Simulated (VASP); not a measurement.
Set up this calculation in VASP 6.6.1, as the native input.

```
Task                   : single point
Functional             : PBEsol
Potentials or basis    : VASP PAW PBE potentials, release 64 (I)
Cutoff                 : 500 eV
k mesh                 : 6 × 6 × 6
Occupations            : gaussian, width 0.1 eV
Spin                   : no spin polarisation
Dipole correction      : no
Further INCAR settings : ALGO = Normal; EDIFF = 1e-06; NBANDS = 10
```

The structure of I lies in POSCAR:

```
I
1.0
    0.0000000000      2.3656004428      3.9098401324
    2.1922454667      0.0000000000      3.9098401324
    2.1922454667      2.3656004428      0.0000000000
I
1
Direct
    0.0000000000      0.0000000000      0.0000000000
```

One way to write it, as run:

INCAR

```
SYSTEM = I
  PREC = Accurate
  ENCUT = 500
  EDIFF = 1E-6
  ISMEAR = 0
  SIGMA = 0.1
  LREAL = .False.
  LASPH = .True.
  NELM = 120
  ALGO = Normal
  ISIF = 2
  LWAVE = .False.
  LCHARG = .False.
  GGA = PS
  NBANDS = 10
  GGA_COMPAT = .False.
```

KPOINTS

```
Automatic mesh
0
Gamma
  6 6 6
  0 0 0
```

Potentials or basis: VASP PAW PBE potentials, release 64 (I).

Command:

```sh
$ cat potpaw_PBE.64/I/POTCAR > POTCAR
$ mpirun -np 1 vasp_std > vasp.out
```

Results of the run:

| Property | Result |
| --- | --- |
| Pressure | -1.3 GPa |

Caveat: the PAW data sets were made with another functional, which shifts forces and pressure a little; an odd number of electrons without spin polarisation forces a metal; a magnetic or distorted state may lie lower.

Run time: 22 s on 1 thread of Intel Xeon 8259CL (shared host), peak memory 0.18 GiB.
